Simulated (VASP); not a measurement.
Set up this calculation in VASP 6.6.1, as the native input.

```
Task                   : single point
Functional             : BLYP
Potentials or basis    : VASP PAW PBE potentials, release 64 (Li_sv)
Cutoff                 : 520 eV
k mesh                 : 16 × 16 × 16
Occupations            : fermi-dirac, width 0.1 eV
Spin                   : no spin polarisation
Dipole correction      : no
Further INCAR settings : ALGO = Normal; EDIFF = 1e-06; NBANDS = 12
```

The structure of Li lies in POSCAR:

```
Li
1.0
    1.5272337018      0.8817487888      7.4333103906
   -1.5272337018      0.8817487888      7.4333103906
    0.0000000000     -1.7634975777      7.4333103906
Li
3
Direct
    0.0000000000      0.0000000000      1.0000000000
    0.2221860148      0.2221860148      0.2221860148
    0.7778139852      0.7778139852      0.7778139852
```

One way to write it, as run:

INCAR

```
SYSTEM = Li
PREC = Accurate
ENCUT = 520
EDIFF = 1E-6
ISMEAR = -1
SIGMA = 0.1
LREAL = .FALSE.
LASPH = .TRUE.
NELM = 100
ALGO = Normal
ISIF = 2
LWAVE = .FALSE.
LCHARG = .FALSE.
GGA = B5
ALDAX = 1.0
AGGAX = 1.0
AGGAC = 1.0
ALDAC = 0.0
NBANDS = 12
```

KPOINTS

```
Automatic mesh
0
G
  16 16 16
  0 0 0
```

Potentials or basis: VASP PAW PBE potentials, release 64 (Li_sv).

The run is started by

```console
$ cat potpaw_PBE.64/Li_sv/POTCAR > POTCAR
$ mpirun -np 1 vasp_std > vasp.out
```

Results of the run:

- Band gap on the k mesh: zero (an odd number of electrons rules out a gap without spin polarisation)

It took 25 min on 1 thread of Intel(R) Xeon(R) Platinum 8259CL CPU @ 2.50GHz (Skylake/Cascade Lake) (shared host), peak memory 0.59 GiB.
